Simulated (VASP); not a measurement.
The system is Ta.

```
Ta
1.0
     1.81880    1.05008    3.37274
    -1.81880    1.05008    3.37274
     0.00000   -2.10017    3.37274
Ta
2
Cartesian
  0.0000 0.0000 2.3023
  0.0000 0.0000 7.8159
```

| Quantity | Value |
| --- | --- |
| Program | VASP 6.6.1 |
| Task | relaxation of cell and atoms |
| Functional | PBEsol |
| Potentials or basis | VASP PAW PBE potentials, release 64 (Ta_pv) |
| Cutoff | 600 eV |
| k mesh | 6 × 6 × 6 |
| Occupations | gaussian, width 0.1 eV |
| Spin | no spin polarisation |

At the start: pressure 15.0 GPa; volume 19.32 Å³/atom.

**Question.** How do energy, volume and symmetry change on relaxing?

**Answer.** Over 15 steps the energy falls by 1679.2 meV/atom and the volume is 18.24 Å³/atom (-5.6 %); space group R-3m (No. 166, to 0.05 Å).

The path:
```tsv
step	energy change (eV)	largest force (eV/Å)	pressure (GPa)	volume (Å³)
1	0.0000	6.8766	15.02	38.65
2	-0.6920	1.8070	-21.31	49.69
3	-1.5214	0.8559	-15.63	44.45
4	-1.5346	1.2894	-14.18	43.93
5	-1.8411	3.8121	13.80	36.27
6	-2.0337	1.5655	-0.26	38.85
7	-2.8001	1.6305	8.22	35.54
8	-1.1128	2.6611	95.40	27.56
9	-2.9023	1.4087	22.48	33.28
10	-3.2109	0.6830	9.55	34.80
11	-3.2540	0.5026	6.93	35.37
12	-3.3511	0.1516	0.48	36.43
13	-3.3574	0.1527	-0.13	36.53
14	-3.3580	0.0936	-0.02	36.50
15	-3.3583	0.0137	0.17	36.47
```

Final structure:
```
Ta
1.0
     1.48484    0.85727    4.77566
    -1.48484    0.85727    4.77566
     0.00000   -1.71455    4.77566
Ta
2
Direct
  0.25003 0.25003 0.25003
  0.74997 0.74997 0.74997
```

Caveat: the PAW data sets were made with another functional, which shifts forces and pressure a little.
